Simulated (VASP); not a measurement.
# Ir (Fm-3m) in VASP: further runs

Ir is run at these levels: RPBE; tasks: single point.

Everything below comes from runs of VASP 6.6.1. Logs are shortened: lines on timing, memory, paths and dates and some standing lists are left out, and cuts for length are marked.

## Step 1: The cell of the first run

Symmetry: Fm-3m, No. 225, cubic system. Conventional cell: a = 3.835 Å, b = 3.835 Å, c = 3.835 Å, α = 90.00°, β = 90.00°, γ = 90.00°. Within 3.6 Å of Ir (site symmetry m-3m) lie 12 Ir at 2.71 Å.

## Step 2: Single point, RPBE (volume scaled by 0.96)

Input file INCAR:

```
  PREC = Accurate
  ENCUT = 520
  EDIFF = 1E-6
  ISMEAR = -1
  SIGMA = 0.1
  LREAL = F
  LASPH = T
  NELM = 60
  ALGO = Normal
  ISIF = 2
  LWAVE = F
  LCHARG = F
  GGA = RP
  NBANDS = 10
```

Input file KPOINTS:

```
Automatic mesh
0
Gamma
  23 23 23
```

Input file POSCAR:

```
Ir
1.0
    0.0000000000      1.9177139861      1.9177139861
    1.9177139861      0.0000000000      1.9177139861
    1.9177139861      1.9177139861      0.0000000000
Ir
1
Direct
    0.0000000000      0.0000000000      0.0000000000
```

Potentials or basis: VASP PAW PBE potentials, release 64 (Ir).

Run with:

```console
cat potpaw_PBE.64/Ir/POTCAR > POTCAR
mpirun -np 1 vasp_std > vasp.out
```

OUTCAR:

```text
PREC = Accurate
   ENCUT = 520
   EDIFF = 1E-6
   ISMEAR = -1
   LREAL = F
   LASPH = T
   NELM = 60
   ISIF = 2
   GGA = RP

 ion  position               nearest neighbor table
   1  0.000  0.000  0.000-

  LATTYP: Found a face centered cubic cell.
 ALAT       =     3.8354279722

  Lattice vectors:

 A1 = (   0.0000000000,   1.9177139861,   1.9177139861)
 A2 = (   1.9177139861,   0.0000000000,   1.9177139861)
 A3 = (   1.9177139861,   1.9177139861,   0.0000000000)

Analysis of symmetry for initial positions (statically):
=====================================================================
 Subroutine PRICEL returns:
 Original cell was already a primitive cell.

 Routine SETGRP: Setting up the symmetry group for a
 face centered cubic supercell.

 Subroutine GETGRP returns: Found 48 space group operations
 (whereof 48 operations were pure point group operations)
 out of a pool of 48 trial point group operations.

The static configuration has the point symmetry O_h .

Analysis of symmetry for dynamics (positions and initial velocities):
=====================================================================
 Subroutine PRICEL returns:
 Original cell was already a primitive cell.

 Routine SETGRP: Setting up the symmetry group for a
 face centered cubic supercell.

 Subroutine GETGRP returns: Found 48 space group operations
 (whereof 48 operations were pure point group operations)
 out of a pool of 48 trial point group operations.

The dynamic configuration has the point symmetry O_h .

 Subroutine INISYM returns: Found 48 space group operations
 (whereof 48 operations are pure point group operations),
 and found     1 'primitive' translations

----------------------------------------------------------------------------------------

                                     Primitive cell

  volume of cell :      14.1053

  direct lattice vectors                    reciprocal lattice vectors
     0.000000000  1.917713986  1.917713986    -0.260727097  0.260727097  0.260727097
     1.917713986  0.000000000  1.917713986     0.260727097 -0.260727097  0.260727097
     1.917713986  1.917713986  0.000000000     0.260727097  0.260727097 -0.260727097

  length of vectors
     2.712057128  2.712057128  2.712057128     0.451592578  0.451592578  0.451592578

  position of ions in fractional coordinates (direct lattice)
     0.000000000  0.000000000  0.000000000

  ion indices of the primitive-cell ions
   primitive index   ion index
                 1           1

----------------------------------------------------------------------------------------

 KPOINTS: Automatic mesh

Automatic generation of k-mesh.
 Grid dimensions read from file:
 generate k-points for:   23   23   23

 Generating k-lattice:

  Cartesian coordinates                     Fractional coordinates (reciprocal lattice)
    -0.011335961  0.011335961  0.011335961     0.043478261  0.000000000  0.000000000
     0.011335961 -0.011335961  0.011335961     0.000000000  0.043478261  0.000000000
     0.011335961  0.011335961 -0.011335961     0.000000000  0.000000000  0.043478261

  Length of vectors
     0.019634460  0.019634460  0.019634460

  Shift w.r.t. Gamma in fractional coordinates (k-lattice)
     0.000000000  0.000000000  0.000000000

 Subroutine IBZKPT returns following result:
 ===========================================

 Found    364 irreducible k-points:

 Following reciprocal coordinates:
            Coordinates               Weight
  0.000000  0.000000  0.000000      1.000000
  0.043478  0.000000  0.000000      8.000000
  0.086957  0.000000  0.000000      8.000000
  0.130435  0.000000  0.000000      8.000000
  0.173913  0.000000  0.000000      8.000000
  0.217391  0.000000  0.000000      8.000000
[... 16 lines left out ...]
  0.478261  0.043478  0.000000     24.000000
 -0.478261  0.043478  0.000000     24.000000
 [... further k-points ...]
   k-points           NKPTS =    364   k-points in BZ     NKDIM =    364   number of bands    NBANDS=     10
   number of dos      NEDOS =    301   number of ions     NIONS =      1
   total plane-waves  NPLWV =   8000
   dimension x,y,z NGX =    20 NGY =   20 NGZ =   20
   dimension x,y,z NGXF=    40 NGYF=   40 NGZF=   40
   ions per type =               1
   NGX,Y,Z   is equivalent  to a cutoff of  12.26, 12.26, 12.26 a.u.
   NGXF,Y,Z  is equivalent  to a cutoff of  24.52, 24.52, 24.52 a.u.
 SYSTEM =  unknown system
   PREC   = accura    normal or accurate (medium, high low for compatibility)
   ISTART =      0    job   : 0-new  1-cont  2-samecut
   ICHARG =      2    charge: 1-file 2-atom 10-const
   ISPIN  =      1    spin polarized calculation?
   LNONCOLLINEAR =      F non collinear calculations
   LSORBIT =      F    spin-orbit coupling
   LASPH  =      T    aspherical Exc in radial PAW
   ENCUT  =  520.0 eV  38.22 Ry    6.18 a.u.   5.04  5.04  5.04*2*pi/ulx,y,z
   NELM   =     60;   NELMIN=  2; NELMDL= -5     # of ELM steps
   EDIFF  = 0.1E-05   stopping-criterion for ELM
   LREAL  =      F    real-space projection
   EDIFFG = 0.1E-04   stopping-criterion for IOM
   NSW    =      0    number of steps for IOM
   IBRION =     -1    ionic relax: 0-MD 1-quasi-New 2-CG
   NFREE  =      0    steps in history (QN), initial steepest desc. (CG)
   ISIF   =      2    stress and relaxation
   ISYM   =      2    0-nonsym 1-usesym 2-fastsym
   POTIM  = 0.5000    time-step for ionic-motion
   TEBEG  =    0.0;   TEEND  =   0.0 temperature during run
   PSTRESS=    0.0 pullay stress
   NELECT =       9.0000    total number of electrons
   NUPDOWN=      -1.0000    fix difference up-down
   EMIN   =  10.00;   EMAX   =-10.00  energy-range for DOS
   EFERMI =   0.00;   METHOD = LEGACY
   ISMEAR =    -1;   SIGMA  =   0.10  broadening in eV -4-tet -1-fermi 0-gaus
   EFERMI_NEDOS =   21; number of points for ismear=-14 and -15
   IALGO  =     38    algorithm
   IMIX   =      4    mixing-type and parameters
     AMIX     =   0.40;   BMIX     =  1.00
     AMIX_MAG =   1.60;   BMIX_MAG =  1.00
  volume/ion in A,a.u.               =      14.11        95.19
  Fermi-wavevector in a.u.,A,eV,Ry     =   1.409381  2.663344 27.026009  1.986356
  Thomas-Fermi vector in A             =   2.531443
   LORBIT       =      0    0 simple, 1 ext, 2 COOP (PROOUT), +10 PAW based schemes
   GGA     = RP    functional components
   LHFCALC =     F    Hartree Fock is set to
   AEXX    =    0.0000 exact exchange contribution
   IVDW    =     0    specifies the selected vdW correction
   LEPSILON=     F    determine dielectric tensor
   LRPA    =     F    only Hartree local field effects (RPA)
 non-spin polarized calculation
  energy-cutoff  :      520.00
  volume of cell :       14.11
 maximum number of plane-waves:       388
   NGX =  9   NGY =  9   NGZ =  9

 number of electron       9.0000000 magnetization

 Free energy of the ion-electron system (eV)
  ---------------------------------------------------
  ext. energy  EPLUGINS =         0.00000000
  ---------------------------------------------------
  free energy    TOTEN  =        -8.18006439 eV

  energy without entropy =       -8.15186125  energy(sigma->0) =       -8.16596282

 E-fermi :  10.5043     XC(G=0): -13.9681

 val. band max:       10.4895159479   @ k =  -0.3478   0.3043   0.0000
 cond. band min:      10.5130838578   @ k =  -0.3043   0.3478   0.0435
 fundamental gap:      0.0235679099
 Fermi energy:        10.5042566419

 k-point     1 :       0.0000    0.0000    0.0000
  band No.  band energies     occupation
      1      -0.5970      2.00000
      2       6.6356      2.00000
      3       6.6356      2.00000
      4       6.6356      2.00000
      5       9.3261      1.99998
      6       9.3261      1.99998
      7      24.8211      0.00000
      8      30.4442      0.00000
      9      30.4442      0.00000
     10      30.4442      0.00000

 k-point     2 :       0.0435    0.0000    0.0000
  band No.  band energies     occupation
      1      -0.5122      2.00000
      2       6.5893      2.00000
      3       6.6729      2.00000
      4       6.6729      2.00000
      5       9.3013      1.99999
      6       9.3013      1.99999
      7      24.9690      0.00000
      8      29.9584      0.00000
      9      30.5839      0.00000
     10      30.5839      0.00000

 k-point     3 :       0.0870    0.0000    0.0000
  band No.  band energies     occupation
      1      -0.2631      2.00000
      2       6.4628      2.00000
      3       6.7765      2.00000
      4       6.7765      2.00000
      5       9.2392      1.99999
      6       9.2392      1.99999
      7      25.3909      0.00000
      8      28.9014      0.00000
      9      30.9952      0.00000
     10      30.9952      0.00000

 k-point     4 :       0.1304    0.0000    0.0000
  band No.  band energies     occupation
      1       0.1334      2.00000
      2       6.2915      2.00000
      3       6.9186      2.00000
      4       6.9186      2.00000
      5       9.1766      2.00000
      6       9.1766      2.00000
      7      26.0105      0.00000
      8      27.7043      0.00000
      9      31.6547      0.00000
     10      31.6547      0.00000

 k-point     5 :       0.1739    0.0000    0.0000
  band No.  band energies     occupation
      1       0.6437      2.00000
      2       6.1312      2.00000
      3       7.0479      2.00000
      4       7.0479      2.00000
      5       9.1761      2.00000
      6       9.1761      2.00000
      7      26.3351      0.00000
      8      26.8647      0.00000
      9      32.5235      0.00000
     10      32.5235      0.00000

 k-point     6 :       0.2174    0.0000    0.0000
  band No.  band energies     occupation
      1       1.2088      2.00000
      2       6.0597      2.00000
      3       7.1025      2.00000
      4       7.1025      2.00000
      5       9.3073      1.99999
      6       9.3073      1.99999
      7      25.2279      0.00000
      8      27.2773      0.00000
      9      33.5341      0.00000
     10      33.5341      0.00000

 k-point     7 :       0.2609    0.0000    0.0000
  band No.  band energies     occupation
      1       1.7367      2.00000
      2       6.1780      2.00000
      3       7.0576      2.00000
      4       7.0576      2.00000
      5       9.5957      1.99977
      6       9.5957      1.99977
      7      24.0247      0.00000
      8      27.2165      0.00000
      9      34.4477      0.00000
     10      34.4493      0.00000

 k-point     8 :       0.3043    0.0000    0.0000
  band No.  band energies     occupation
      1       2.1258      2.00000
      2       6.5830      2.00000
      3       6.9431      2.00000
      4       6.9431      2.00000
      5      10.0012      1.98701
      6      10.0012      1.98701
      7      22.7501      0.00000
      8      26.5761      0.00000
      9      34.0144      0.00000
     10      34.0144      0.00000

 k-point     9 :       0.3478    0.0000    0.0000
  band No.  band energies     occupation
      1       2.3353      2.00000
      2       6.8046      2.00000
      3       6.8046      2.00000
      4       7.2897      2.00000
      5      10.4544      1.24410
      6      10.4544      1.24410
      7      21.3780      0.00000
      8      25.7607      0.00000
      9      32.7576      0.00000
     10      32.7576      0.00000
[... 118 lines left out ...]
 k-point    19 :       0.3043    0.0435    0.0000
  band No.  band energies     occupation
      1       2.0889      2.00000
      2       6.2963      2.00000
      3       6.9470      2.00000
      4       7.0603      2.00000
      5       9.6624      1.99956
      6      10.1486      1.94452
      7      23.2524      0.00000
      8      26.9180      0.00000
      9      33.0935      0.00000
     10      34.0997      0.00000

 k-point    20 :       0.3478    0.0435    0.0000
  band No.  band energies     occupation
      1       2.3569      2.00000
      2       6.7784      2.00000
      3       6.8886      2.00000
      4       6.9302      2.00000
      5      10.1831      1.92253
      6      10.5682      0.69065
      7      21.8839      0.00000
      8      26.1217      0.00000
      9      32.2631      0.00000
     10      33.3978      0.00000

 k-point    21 :       0.3913    0.0435    0.0000
  band No.  band energies     occupation
      1       2.4679      2.00000
      2       6.6403      2.00000
      3       6.7962      2.00000
      4       7.6882      2.00000
      5      10.7361      0.17927
      6      10.9666      0.01946
      7      20.4486      0.00000
      8      25.3959      0.00000
      9      31.3369      0.00000
     10      32.2256      0.00000

 k-point    22 :       0.4348    0.0435    0.0000
  band No.  band energies     occupation
      1       2.4924      2.00000
      2       6.5305      2.00000
      3       6.6842      2.00000
      4       8.5402      2.00000
      5      11.2639      0.00100
      6      11.2730      0.00092
      7      19.1015      0.00000
      8      24.8796      0.00000
      9      30.6358      0.00000
     10      31.1964      0.00000

 k-point    23 :       0.4783    0.0435    0.0000
  band No.  band energies     occupation
      1       2.4882      2.00000
      2       6.4683      2.00000
      3       6.6106      2.00000
      4       9.1916      2.00000
      5      11.4280      0.00019
      6      11.6882      0.00001
      7      18.1119      0.00000
      8      24.5901      0.00000
      9      30.2875      0.00000
     10      30.4759      0.00000

 k-point    24 :      -0.4783    0.0435    0.0000
  band No.  band energies     occupation
      1       2.4855      2.00000
      2       6.4593      2.00000
      3       6.5846      2.00000
      4       9.3916      1.99997
      5      11.3963      0.00027
      6      11.8718      0.00000
      7      17.8263      0.00000
      8      24.5190      0.00000
      9      30.1392      0.00000
     10      30.3508      0.00000

 [... further k-points ...]
[... 5 lines left out ...]
  --------------------------------------------------------------------------------------
  -------------------------------------------------------------------------------------
  Total        1.3358167      1.3358167      1.3358167      0.0000000      0.0000000      0.0000000
  in kB      151.7315638    151.7315638    151.7315638      0.0000000      0.0000000      0.0000000
  external PRESSURE =     151.7315638 kB  Pullay stress =       0.0000000 kB

 VOLUME and BASIS-vectors are now :
 -----------------------------------------------------------------------------
  energy-cutoff  :      520.00
  volume of cell :       14.11
      direct lattice vectors                 reciprocal lattice vectors
     0.000000000  1.917713986  1.917713986    -0.260727097  0.260727097  0.260727097
     1.917713986  0.000000000  1.917713986     0.260727097 -0.260727097  0.260727097
     1.917713986  1.917713986  0.000000000     0.260727097  0.260727097 -0.260727097

 POSITION                                       TOTAL-FORCE (eV/Angst)
 -----------------------------------------------------------------------------------
      0.00000      0.00000      0.00000        -0.000000     -0.000000     -0.000000
 -----------------------------------------------------------------------------------
    total drift:                                0.000000      0.000000      0.000000

  FREE ENERGIE OF THE ION-ELECTRON SYSTEM (eV)
  ---------------------------------------------------
  free  energy   TOTEN  =        -8.1800643894 eV

  energy  without entropy=       -8.1518612495  energy(sigma->0) =       -8.16596282
```

Run time: 14 s. Hardware: 1 thread of Intel Xeon 6975P-C (Granite Rapids), shared host; peak memory 0.16 GiB.

Results:

| Property | Result |
| --- | --- |
| Free energy | -8.1801 eV |
| Pressure | 15.2 GPa |

Levels at points of the mesh, in eV from the Fermi level:
| k point | band 2 | band 3 | band 4 | band 5 | band 6 | band 7 |
| --- | --- | --- | --- | --- | --- | --- |
| (0.00, 0.00, 0.00) | -3.87 | -3.87 | -3.87 | -1.18 | -1.18 | 14.32 |

Caveat: the cell differs from its parent crystal (volume scaled by 0.96); the PAW data sets were made with another functional, which shifts forces and pressure a little; spin-orbit coupling is left out, which moves the levels of the heavy elements.

## Step 3: Single point, RPBE

This run uses another cell than the first one, of 14.69 Å³/atom, 1.042 times its volume.

Input file INCAR:

```
ALGO     = Normal         # electronic algorithm
EDIFF    = 1E-7           # SCF threshold, eV
ENCUT    = 520            # plane-wave cutoff, eV
GGA      = RP             # functional
ISIF     = 2              # what is computed and relaxed
ISMEAR   = -1             # smearing method
LASPH    = True           # aspherical terms in the spheres
LCHARG   = False          # write CHGCAR
LREAL    = False          # projectors in reciprocal space
LWAVE    = False          # write WAVECAR
NBANDS   = 10             # bands
NELM     = 60             # most SCF steps
PREC     = Accurate       # precision mode
SIGMA    = 0.1            # smearing width, eV
```

Input file KPOINTS:

```
k-points
0
Gamma
  23 23 23
```

Input file POSCAR:

```
Ir
1.0
    0.0000000000      1.9439873055      1.9439873055
    1.9439873055      0.0000000000      1.9439873055
    1.9439873055      1.9439873055      0.0000000000
Ir
1
Direct
    0.0000000000      0.0000000000      0.0000000000
```

Potentials or basis: VASP PAW PBE potentials, release 64 (Ir).

Run with:

```console
cat potpaw_PBE.64/Ir/POTCAR > POTCAR
mpirun -np 1 vasp_std > vasp.out
```

Wall time 18 s (1 thread of Intel Xeon 6975P-C (Granite Rapids), shared host); peak memory 0.17 GiB.

It converged, with:

* Free energy: -8.2073 eV
* Pressure: 0.1 GPa

Levels at points of the mesh, in eV from the Fermi level:
```
           k point  band 1  band 2  band 3  band 4  band 5  band 6  band 7  band 8
(0.00, 0.00, 0.00)  -10.66   -3.63   -3.63   -3.63   -1.11   -1.11   14.40   19.78
```

Caveat: the PAW data sets were made with another functional, which shifts forces and pressure a little; spin-orbit coupling is left out, which moves the levels of the heavy elements.
